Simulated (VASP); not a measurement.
Crystal: Si.

```
CELL_PARAMETERS angstrom
0.00000 2.72212 2.72212
2.72212 0.00000 2.72212
2.72212 2.72212 0.00000
ATOMIC_POSITIONS crystal
Si 0.00000 0.00000 0.00000
Si 0.25000 0.25000 0.25000
```

Base run:

| Item | Value |
| --- | --- |
| Program | VASP 6.6.1 |
| Functional | HSE06 |
| Potentials or basis | VASP PAW PBE potentials, release 64 (Si) |
| Cutoff | 520 eV |
| k mesh | 6 × 6 × 6 |
| Occupations | gaussian, width 0.01 eV |
| Spin | no spin polarisation |

Its results: band gap on the k mesh 1.31 eV (least direct gap 3.32 eV); pressure -0.5 GPa.

Task: The run is repeated on the same cell with these changes: functional from HSE06 to r2SCAN; further incar settings from ALGO = Normal; EDIFF = 1e-06; NBANDS = 11 to ALGO = Normal; EDIFF = 1e-07; NBANDS = 11. What comes out?

Result: Band gap on the k mesh 0.93 eV (least direct gap 2.75 eV); pressure -0.2 GPa.

Caveats: the PAW data sets were made with another functional, which shifts forces and pressure a little.

A k mesh can miss the band edges.
